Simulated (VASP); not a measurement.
**OsRu2: relaxation of cell and atoms with PBE**

OsRu2:

```
Ru Os
1.0
     4.16179    0.00000    0.00000
    -2.08089    3.60421    0.00000
     0.00000    0.00000    2.64561
Ru Os
2 1
Cartesian
  0.0000 2.4028 1.3228
  2.0809 1.2014 1.3228
  0.0000 0.0000 0.0000
```

| Quantity | Value |
| --- | --- |
| Program | VASP 6.6.1 |
| Task | relaxation of cell and atoms |
| Functional | PBE |
| Potentials or basis | VASP PAW PBE potentials, release 64 (Ru_pv, Os) |
| Cutoff | 600 eV |
| k mesh | 6 × 6 × 6 |
| Occupations | gaussian, width 0.1 eV |
| Spin | no spin polarisation |
| Dipole correction | no |
| Further INCAR settings | ALGO = Normal; EDIFF = 1e-06; IBRION = 2; EDIFFG = -0.04; NSW = 90; ISIF = 3 |

```
Relaxed volume                        : 14.23 Å³/atom
Relaxed cell                          : a = 4.271 Å, b = 4.271 Å, c = 2.703 Å, α = 90.00°, β = 90.00°, γ = 120.00°
Space group after relaxing (to 0.1 Å) : P6/mmm (No. 191)
Pressure after relaxing               : -0.3 GPa
Band gap on the k mesh                : zero (bands 18 and 19 overlap by 2.86 eV)
```

Final structure:
```cif
data_structure
_symmetry_space_group_name_H-M 'P 1'
_symmetry_Int_Tables_number 1
_cell_length_a 4.2713
_cell_length_b 4.2713
_cell_length_c 2.7026
_cell_angle_alpha 90.000
_cell_angle_beta 90.000
_cell_angle_gamma 120.000
_cell_volume 42.70
loop_
_atom_site_label
_atom_site_type_symbol
_atom_site_fract_x
_atom_site_fract_y
_atom_site_fract_z
_atom_site_occupancy
Ru1 Ru 0.33333 0.66667 0.50000 1
Ru2 Ru 0.66667 0.33333 0.50000 1
Os1 Os 0.00000 0.00000 0.00000 1
```

Levels at points of the mesh, in eV from the Fermi level:
```tsv
k point	band 14	band 15	band 16	band 17	band 18	band 19	band 20	band 21	band 22
(0.00, 0.00, 0.00)	-2.94	-2.18	-2.18	-1.56	-1.56	-1.38	-1.38	1.87	1.87
(0.50, 0.00, 0.00)	-2.75	-2.73	-1.32	-1.13	0.52	0.92	0.94	1.18	1.96
(0.00, 0.00, 0.50)	-2.22	-2.03	-2.03	1.09	1.09	1.56	1.56	2.21	4.11
(0.50, 0.00, 0.50)	-2.18	-2.09	-0.87	-0.78	0.16	1.21	1.70	1.98	2.79
```

Wall time 100 s on 1 thread of AMD EPYC 7R13 Processor (Zen 3), with other jobs on the host, peak memory 0.18 GiB.

Caveat: the k points lie up to 0.39 Å⁻¹ apart in the final cell, too coarse for converged energies and pressures of a metal; spin-orbit coupling is left out, which moves the levels of the heavy elements.
